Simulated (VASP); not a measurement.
# AlN (Fm-3m) in VASP: notebook

The runs below take AlN through single point, with PBE.

The COD entry that gives the cell may itself be a prediction, so a difference from it is no test against experiment.

Program: VASP 6.6.1. These are calculated values, not measurements. Logs are shortened: lines on timing, memory, paths and dates and some standing lists are left out, and cuts for length are marked.

## (1) The cell of the first run

The structure is cubic, space group Fm-3m (No. 225). The conventional cell has a = 3.938 Å, b = 3.938 Å, c = 3.938 Å, α = 90.00°, β = 90.00°, γ = 90.00°. Within 2.6 Å of Al (site symmetry m-3m) lie 6 N at 1.97 Å. Within 2.6 Å of N (site symmetry m-3m) lie 6 Al at 1.97 Å.

## (2) Single point, PBE

The input, INCAR:

```
  PREC = Accurate
  ENCUT = 600
  EDIFF = 1E-6
  ISMEAR = 0
  SIGMA = 0.01
  LREAL = False
  LASPH = True
  NELM = 120
  ALGO = Normal
  ISIF = 2
  LWAVE = False
  LCHARG = False
  GGA = PE
  NBANDS = 11
  GGA_COMPAT = False
```

The input, KPOINTS:

```
Automatic mesh
0
Gamma
  8 8 8
```

The input, POSCAR:

```
AlN
1.0
    0.0000000000      1.9690000000      1.9690000000
    1.9690000000      0.0000000000      1.9690000000
    1.9690000000      1.9690000000      0.0000000000
Al N
1 1
Direct
    0.0000000000      0.0000000000      0.0000000000
    0.5000000000      0.5000000000      0.5000000000
```

Potentials or basis: VASP PAW PBE potentials, release 64 (Al, N).

Command:

```bash
$ cat potpaw_PBE.64/Al/POTCAR potpaw_PBE.64/N/POTCAR > POTCAR
$ mpirun -np 1 vasp_std > vasp.out
```

OUTCAR:

```text
PREC = Accurate
   ENCUT = 600
   EDIFF = 1E-6
   ISMEAR = 0
   LREAL = False
   LASPH = True
   NELM = 120
   ISIF = 2
   GGA = PE

 ion  position               nearest neighbor table
   1  0.000  0.000  0.000-   2 1.97   2 1.97   2 1.97   2 1.97   2 1.97   2 1.97
   2  0.500  0.500  0.500-   1 1.97   1 1.97   1 1.97   1 1.97   1 1.97   1 1.97

  LATTYP: Found a face centered cubic cell.
 ALAT       =     3.9380000000

  Lattice vectors:

 A1 = (   0.0000000000,   1.9690000000,   1.9690000000)
 A2 = (   1.9690000000,   0.0000000000,   1.9690000000)
 A3 = (   1.9690000000,   1.9690000000,   0.0000000000)

Analysis of symmetry for initial positions (statically):
=====================================================================
 Subroutine PRICEL returns:
 Original cell was already a primitive cell.

 Routine SETGRP: Setting up the symmetry group for a
 face centered cubic supercell.

 Subroutine GETGRP returns: Found 48 space group operations
 (whereof 48 operations were pure point group operations)
 out of a pool of 48 trial point group operations.

The static configuration has the point symmetry O_h .

Analysis of symmetry for dynamics (positions and initial velocities):
=====================================================================
 Subroutine PRICEL returns:
 Original cell was already a primitive cell.

 Routine SETGRP: Setting up the symmetry group for a
 face centered cubic supercell.

 Subroutine GETGRP returns: Found 48 space group operations
 (whereof 48 operations were pure point group operations)
 out of a pool of 48 trial point group operations.

The dynamic configuration has the point symmetry O_h .

 Subroutine INISYM returns: Found 48 space group operations
 (whereof 48 operations are pure point group operations),
 and found     1 'primitive' translations

----------------------------------------------------------------------------------------

                                     Primitive cell

  volume of cell :      15.2675

  direct lattice vectors                    reciprocal lattice vectors
     0.000000000  1.969000000  1.969000000    -0.253936008  0.253936008  0.253936008
     1.969000000  0.000000000  1.969000000     0.253936008 -0.253936008  0.253936008
     1.969000000  1.969000000  0.000000000     0.253936008  0.253936008 -0.253936008

  length of vectors
     2.784586504  2.784586504  2.784586504     0.439830068  0.439830068  0.439830068

  position of ions in fractional coordinates (direct lattice)
     0.000000000  0.000000000  0.000000000
     0.500000000  0.500000000  0.500000000

  ion indices of the primitive-cell ions
   primitive index   ion index
                 1           1
[... 85 lines left out ...]
   NUPDOWN=      -1.0000    fix difference up-down
   EMIN   =  10.00;   EMAX   =-10.00  energy-range for DOS
   EFERMI =   0.00;   METHOD = LEGACY
   ISMEAR =     0;   SIGMA  =   0.01  broadening in eV -4-tet -1-fermi 0-gaus
   EFERMI_NEDOS =   21; number of points for ismear=-14 and -15
   IALGO  =     38    algorithm
   IMIX   =      4    mixing-type and parameters
     AMIX     =   0.40;   BMIX     =  1.00
     AMIX_MAG =   1.60;   BMIX_MAG =  1.00
  volume/ion in A,a.u.               =       7.63        51.51
  Fermi-wavevector in a.u.,A,eV,Ry     =   1.319823  2.494104 23.700443  1.741933
  Thomas-Fermi vector in A             =   2.449694
   LORBIT       =      0    0 simple, 1 ext, 2 COOP (PROOUT), +10 PAW based schemes
   GGA     = PE    functional components
   LHFCALC =     F    Hartree Fock is set to
   AEXX    =    0.0000 exact exchange contribution
   IVDW    =     0    specifies the selected vdW correction
   LEPSILON=     F    determine dielectric tensor
   LRPA    =     F    only Hartree local field effects (RPA)
 non-spin polarized calculation
 Gauss-broadening in eV      SIGMA  =   0.01
  energy-cutoff  :      600.00
  volume of cell :       15.27
 maximum number of plane-waves:       531
 NGX is ok and might be reduce to    24
   NGX = 11   NGY = 11   NGZ = 11

 number of electron       8.0000000 magnetization

 Free energy of the ion-electron system (eV)
  ---------------------------------------------------
  ext. energy  EPLUGINS =         0.00000000
  ---------------------------------------------------
  free energy    TOTEN  =       -14.40938276 eV

  energy without entropy =      -14.40938276  energy(sigma->0) =      -14.40938276

 E-fermi :  11.1001     XC(G=0): -12.6611

 val. band max:       11.0249986061   @ k =   0.0000   0.0000   0.0000
 cond. band min:      16.1830433390   @ k =   0.5000   0.5000   0.0000
 fundamental gap:      5.1580447329
 Fermi energy:        11.1001255406

 k-point     1 :       0.0000    0.0000    0.0000
  band No.  band energies     occupation
      1      -7.2697      2.00000
      2      11.0250      2.00000
      3      11.0250      2.00000
      4      11.0250      2.00000
      5      17.8931      0.00000
      6      23.4441      0.00000
      7      23.4441      0.00000
      8      23.4441      0.00000
      9      28.8043      0.00000
     10      29.4033      0.00000
     11      29.4033      0.00000
[... 309 lines left out ...]
 k-point    24 :      -0.3750    0.2500    0.1250
  band No.  band energies     occupation
      1      -3.1332      2.00000
      2       3.1211      2.00000
      3       7.0321      2.00000
      4       8.8594      2.00000
      5      20.0091      0.00000
      6      20.2766      0.00000
      7      24.1506      0.00000
      8      24.6537      0.00000
      9      30.0733      0.00000
     10      31.2089      0.00000
     11      34.5382      0.00000

 [... further k-points ...]

------------------------ aborting loop because EDIFF is reached ----------------------------------------

  FORCE on cell =-STRESS in cart. coord.  units (eV):
  Direction    XX          YY          ZZ          XY          YZ          ZX
  --------------------------------------------------------------------------------------
  -------------------------------------------------------------------------------------
  Total        2.8563318      2.8563318      2.8563318      0.0000000     -0.0000000      0.0000000
  in kB      299.7451059    299.7451059    299.7451059      0.0000000     -0.0000000      0.0000000
  external PRESSURE =     299.7451059 kB  Pullay stress =       0.0000000 kB

 VOLUME and BASIS-vectors are now :
 -----------------------------------------------------------------------------
  energy-cutoff  :      600.00
  volume of cell :       15.27
      direct lattice vectors                 reciprocal lattice vectors
     0.000000000  1.969000000  1.969000000    -0.253936008  0.253936008  0.253936008
     1.969000000  0.000000000  1.969000000     0.253936008 -0.253936008  0.253936008
     1.969000000  1.969000000  0.000000000     0.253936008  0.253936008 -0.253936008

 POSITION                                       TOTAL-FORCE (eV/Angst)
 -----------------------------------------------------------------------------------
      0.00000      0.00000      0.00000         0.000000      0.000000     -0.000000
      1.96900      1.96900      1.96900        -0.000000     -0.000000      0.000000
 -----------------------------------------------------------------------------------
    total drift:                               -0.000000     -0.000000      0.000000

  FREE ENERGIE OF THE ION-ELECTRON SYSTEM (eV)
  ---------------------------------------------------
  free  energy   TOTEN  =       -14.4093827609 eV

  energy  without entropy=      -14.4093827609  energy(sigma->0) =      -14.40938276
```

stdout:

```text
POSCAR found type information on POSCAR AlN
 POSCAR found :  2 types and       2 ions
 scaLAPACK will be used
 LDA part: xc-table for (Slater+PW92), standard interpolation
 POSCAR, INCAR and KPOINTS ok, starting setup
 FFT: planning ... GRIDC
 FFT: planning ... GRID_SOFT
 FFT: planning ... GRID
 WAVECAR not read
 entering main loop
```

Run time: 2.8 s. Hardware: 1 thread of Intel Xeon Platinum 8559C (Emerald Rapids), shared host; peak memory 0.13 GiB.

Results:

* Free energy: -14.4094 eV
* Pressure: 30.0 GPa
* Band gap on the k mesh: 5.16 eV, indirect (least direct gap 6.87 eV)

## (3) Single point, PBE

This run uses another cell than the first one, of 7.79 Å³/atom, 1.020 times its volume.

The input, INCAR:

```
PREC     = Accurate       # precision mode
ENCUT    = 600            # plane-wave cutoff, eV
EDIFF    = 1E-6           # SCF threshold, eV
ISMEAR   = 0              # smearing method
SIGMA    = 0.01           # smearing width, eV
LREAL    = F              # projectors in reciprocal space
LASPH    = T              # aspherical terms in the spheres
NELM     = 120            # most SCF steps
ALGO     = Normal         # electronic algorithm
ISIF     = 2              # what is computed and relaxed
LWAVE    = F              # write WAVECAR
LCHARG   = F              # write CHGCAR
GGA      = PE             # functional
NBANDS   = 11             # bands
GGA_COMPAT= F
```

KPOINTS is that of step 2.

The input, POSCAR:

```
AlN
1.0
    0.0000000000      1.9820401151      1.9820401151
    1.9820401151      0.0000000000      1.9820401151
    1.9820401151      1.9820401151      0.0000000000
Al N
1 1
Direct
    0.0000000000      0.0000000000      0.0000000000
    0.5000000000      0.5000000000      0.5000000000
```

Potentials or basis: VASP PAW PBE potentials, release 64 (Al, N).

Command:

```bash
$ cat potpaw_PBE.64/Al/POTCAR potpaw_PBE.64/N/POTCAR > POTCAR
$ mpirun -np 1 vasp_std > vasp.out
```

OUTCAR:

```text
PREC = Accurate
   ENCUT = 600
   EDIFF = 1E-6
   ISMEAR = 0
   LREAL = F
   LASPH = T
   NELM = 120
   ISIF = 2
   GGA = PE

 ion  position               nearest neighbor table
   1  0.000  0.000  0.000-   2 1.98   2 1.98   2 1.98   2 1.98   2 1.98   2 1.98
   2  0.500  0.500  0.500-   1 1.98   1 1.98   1 1.98   1 1.98   1 1.98   1 1.98

  LATTYP: Found a face centered cubic cell.
 ALAT       =     3.9640802302

  Lattice vectors:

[... 521 lines left out ...]

 [... further k-points ...]

------------------------ aborting loop because EDIFF is reached ----------------------------------------

  FORCE on cell =-STRESS in cart. coord.  units (eV):
  Direction    XX          YY          ZZ          XY          YZ          ZX
  --------------------------------------------------------------------------------------
  -------------------------------------------------------------------------------------
  Total        2.2327357      2.2327357      2.2327357     -0.0000000     -0.0000000     -0.0000000
  in kB      229.7103623    229.7103623    229.7103623     -0.0000000     -0.0000000     -0.0000000
  external PRESSURE =     229.7103623 kB  Pullay stress =       0.0000000 kB

 VOLUME and BASIS-vectors are now :
 -----------------------------------------------------------------------------
  energy-cutoff  :      600.00
  volume of cell :       15.57
      direct lattice vectors                 reciprocal lattice vectors
     0.000000000  1.982040115  1.982040115    -0.252265328  0.252265328  0.252265328
     1.982040115  0.000000000  1.982040115     0.252265328 -0.252265328  0.252265328
     1.982040115  1.982040115  0.000000000     0.252265328  0.252265328 -0.252265328

 POSITION                                       TOTAL-FORCE (eV/Angst)
 -----------------------------------------------------------------------------------
      0.00000      0.00000      0.00000        -0.000000      0.000000      0.000000
      1.98204      1.98204      1.98204         0.000000     -0.000000     -0.000000
 -----------------------------------------------------------------------------------
    total drift:                               -0.000000     -0.000000      0.000000

  FREE ENERGIE OF THE ION-ELECTRON SYSTEM (eV)
  ---------------------------------------------------
  free  energy   TOTEN  =       -14.4603357950 eV

  energy  without entropy=      -14.4603357950  energy(sigma->0) =      -14.46033580
```

OSZICAR:

```text
N       E                     dE             d eps       ncg     rms          rms(c)
DAV:   1     0.122413629229E+02    0.12241E+02   -0.43964E+03   638   0.704E+02
DAV:   2    -0.154690213718E+02   -0.27710E+02   -0.26707E+02   782   0.158E+02
DAV:   3    -0.162613810007E+02   -0.79236E+00   -0.79071E+00   780   0.236E+01
DAV:   4    -0.162645557807E+02   -0.31748E-02   -0.31745E-02   722   0.161E+00
DAV:   5    -0.162645835084E+02   -0.27728E-04   -0.27728E-04   743   0.149E-01    0.784E+00
DAV:   6    -0.144871772641E+02    0.17774E+01   -0.72138E+00   737   0.154E+01    0.281E+00
DAV:   7    -0.144654849018E+02    0.21692E-01   -0.22425E-01   733   0.337E+00    0.184E+00
DAV:   8    -0.144606474371E+02    0.48375E-02   -0.15627E-02   692   0.118E+00    0.361E-01
DAV:   9    -0.144602874647E+02    0.35997E-03   -0.13873E-03   745   0.246E-01    0.165E-01
DAV:  10    -0.144603446373E+02   -0.57173E-04   -0.16704E-04   713   0.911E-02    0.548E-02
DAV:  11    -0.144603360590E+02    0.85783E-05   -0.28964E-05   746   0.325E-02    0.852E-03
DAV:  12    -0.144603357950E+02    0.26397E-06   -0.91281E-07   396   0.837E-03
   1 F= -.14460336E+02 E0= -.14460336E+02  d E =-.939907E-16
```

Wall time 2.9 s (1 thread of Intel Xeon Platinum 8559C (Emerald Rapids), shared host); peak memory 0.13 GiB.

What came out:

```yaml
Free_energy: -14.4603 eV
Pressure: 23.0 GPa
Band_gap_on_the_k_mesh: 5.19 eV, indirect (least direct gap 6.56 eV)
```

## (4) Single point, PBE

This run uses another cell than the first one, of 7.94 Å³/atom, 1.040 times its volume.

The input, INCAR:

```
PREC     = Accurate       # precision mode
ENCUT    = 600            # plane-wave cutoff, eV
EDIFF    = 1E-6           # SCF threshold, eV
ISMEAR   = 0              # smearing method
SIGMA    = 0.01           # smearing width, eV
LREAL    = False          # projectors in reciprocal space
LASPH    = True           # aspherical terms in the spheres
NELM     = 120            # most SCF steps
ALGO     = Normal         # electronic algorithm
ISIF     = 2              # what is computed and relaxed
LWAVE    = False          # write WAVECAR
LCHARG   = False          # write CHGCAR
GGA      = PE             # functional
NBANDS   = 11             # bands
GGA_COMPAT= False
```

The input, KPOINTS:

```
regular mesh
0
Gamma
  8 8 8
```

The input, POSCAR:

```
AlN
1.0
    0.0000000000      1.9949108661      1.9949108661
    1.9949108661      0.0000000000      1.9949108661
    1.9949108661      1.9949108661      0.0000000000
Al N
1 1
Direct
    0.0000000000      0.0000000000      0.0000000000
    0.5000000000      0.5000000000      0.5000000000
```

Command:

```bash
$ cat potpaw_PBE.64/Al/POTCAR potpaw_PBE.64/N/POTCAR > POTCAR
$ mpirun -np 1 vasp_std > vasp.out
```

It took 3.7 s on 1 thread of Intel Xeon Platinum 8559C (Emerald Rapids), shared host; peak memory 0.13 GiB.

The run converged. Its results:

```
Free energy            : -14.4984 eV
Pressure               : 16.6 GPa
Band gap on the k mesh : 5.00 eV, indirect (least direct gap 6.27 eV)
```

Levels at points of the mesh, in eV from the valence-band top:
```csv
k point,band 1,band 2,band 3,band 4,band 5,band 6,band 7,band 8
"(0.00, 0.00, 0.00)",-17.92,0.00,0.00,0.00,6.27,12.29,12.29,12.29
"(0.50, 0.00, 0.00)",-14.50,-8.56,-1.15,-1.15,6.39,11.33,11.33,13.91
"(0.50, 0.50, 0.00)",-13.46,-7.65,-2.90,-2.90,5.00,5.23,14.55,17.89
```

A k mesh can miss the band edges. A hybrid or GW would open this gap; PBE tends to underestimate it.

## (5) Single point, PBE

This run uses another cell than the first one, of 8.09 Å³/atom, 1.060 times its volume.

The input, INCAR:

```
SYSTEM = AlN
  PREC = Accurate
  ENCUT = 600
  EDIFF = 1E-6
  ISMEAR = 0
  SIGMA = 0.01
  LREAL = .False.
  LASPH = .True.
  NELM = 120
  ALGO = Normal
  ISIF = 2
  LWAVE = .False.
  LCHARG = .True.
  GGA = PE
  LELF = .True.
  LVHAR = .True.
  NBANDS = 11
  GGA_COMPAT = .False.
```

The input, KPOINTS:

```
Automatic mesh
0
Gamma
  8 8 8
  0 0 0
```

The input, POSCAR:

```
AlN
1.0
    0.0000000000      2.0076176473      2.0076176473
    2.0076176473      0.0000000000      2.0076176473
    2.0076176473      2.0076176473      0.0000000000
Al N
1 1
Direct
    0.0000000000      0.0000000000      0.0000000000
    0.5000000000      0.5000000000      0.5000000000
```

Command:

```bash
$ cat potpaw_PBE.64/Al/POTCAR potpaw_PBE.64/N/POTCAR > POTCAR
$ mpirun -np 1 vasp_std > vasp.out
```

It took 4 s on 1 thread of Intel Xeon Platinum 8559C (Emerald Rapids), shared host; peak memory 0.13 GiB.

The run converged. Its results:

```
Free energy            : -14.5250 eV
Pressure               : 10.8 GPa
Band gap on the k mesh : 4.81 eV, indirect (least direct gap 5.98 eV)
```

Levels at points of the mesh, in eV from the valence-band top:
```csv
k point,band 1,band 2,band 3,band 4,band 5,band 6,band 7,band 8
"(0.00, 0.00, 0.00)",-17.74,0.00,0.00,0.00,5.98,12.23,12.23,12.23
"(0.50, 0.00, 0.00)",-14.40,-8.44,-1.12,-1.12,6.27,11.17,11.17,13.62
"(0.50, 0.50, 0.00)",-13.39,-7.52,-2.85,-2.85,4.81,5.27,14.31,17.58
```

A k mesh can miss the band edges. A hybrid or GW would open this gap; PBE tends to underestimate it.

## (6) Summary

| cell | gap on the mesh (eV) | pressure (GPa) |
| --- | --- | --- |
| a = 2.785 Å, angles 60.0°, 2 atoms | 5.16 | 30.0 |
| a = 2.803 Å, angles 60.0°, 2 atoms | 5.19 | 23.0 |
| a = 2.821 Å, angles 60.0°, 2 atoms | 5.00 | 16.6 |
| a = 2.839 Å, angles 60.0°, 2 atoms | 4.81 | 10.8 |

Alike in all rows: task single point; level PBE; potentials or basis VASP PAW PBE potentials, release 64 (Al, N); no spin polarisation; k mesh 8 × 8 × 8; cutoff (eV) 600; smearing gaussian 0.01 eV.

Total energies depend on the potentials used, so only differences within one code and one set of settings carry meaning.
